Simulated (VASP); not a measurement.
**LiCl: dielectric tensor with r2SCAN**

The system is LiCl.

```
CELL_PARAMETERS angstrom
0.00000 2.55603 2.55603
2.55603 0.00000 2.55603
2.55603 2.55603 0.00000
ATOMIC_POSITIONS crystal
Li 0.00000 0.00000 0.00000
Cl 0.50000 0.50000 0.50000
```

| Quantity | Value |
| --- | --- |
| Program | VASP 6.6.1 |
| Task | dielectric tensor |
| Functional | r2SCAN |
| Potentials or basis | VASP PAW PBE potentials, release 64 (Li_sv, Cl) |
| Cutoff | 520 eV |
| k mesh | 8 × 8 × 8 |
| Occupations | gaussian, width 0.01 eV |
| Spin | no spin polarisation |
| Dipole correction | no |
| Further INCAR settings | ALGO = Normal; EDIFF = 1e-08 |

```json
{"Band gap on the k mesh": "7.36 eV", "Electronic dielectric tensor (diagonal)": "2.83", "Born charges (mean of the diagonal)": "Li +1.17; Cl -1.17 e"}
```

Levels at points of the mesh, in eV from the valence-band top:
| k point | band 2 | band 3 | band 4 | band 5 | band 6 | band 7 | band 8 | band 9 |
| --- | --- | --- | --- | --- | --- | --- | --- | --- |
| (0.00, 0.00, 0.00) | -14.02 | 0.00 | 0.00 | 0.00 | 7.36 | 12.67 | 12.67 | 12.67 |
| (0.50, 0.00, 0.00) | -13.42 | -2.88 | -0.28 | -0.28 | 7.55 | 10.32 | 10.32 | 14.32 |
| (0.50, 0.50, 0.00) | -13.17 | -2.98 | -1.14 | -1.14 | 8.79 | 8.91 | 13.67 | 15.50 |

Electronic dielectric tensor:
```
2.83 0.00 0.00
0.00 2.83 0.00
0.00 0.00 2.83
```

Born effective charge tensors (e):
atom 1, Li
```
1.17 0.00 0.00
0.00 1.17 0.00
0.00 0.00 1.17
```
atom 2, Cl
```
-1.17  0.00  0.00
 0.00 -1.17  0.00
 0.00  0.00 -1.17
```

Dipole moments of the cell (e·Å, modulo the quantum): ionic -17.892, -17.892, -17.892; electronic 0.000, 0.000, 0.003

Run time: 49 min on 1 thread of Oxide Virtual Turin-like Processor (shared host), peak memory 0.3 GiB.

Caveat: the PAW data sets were made with another functional, which shifts forces and pressure a little. r2SCAN opens gaps a little over a GGA but as a rule still falls short of measured ones.
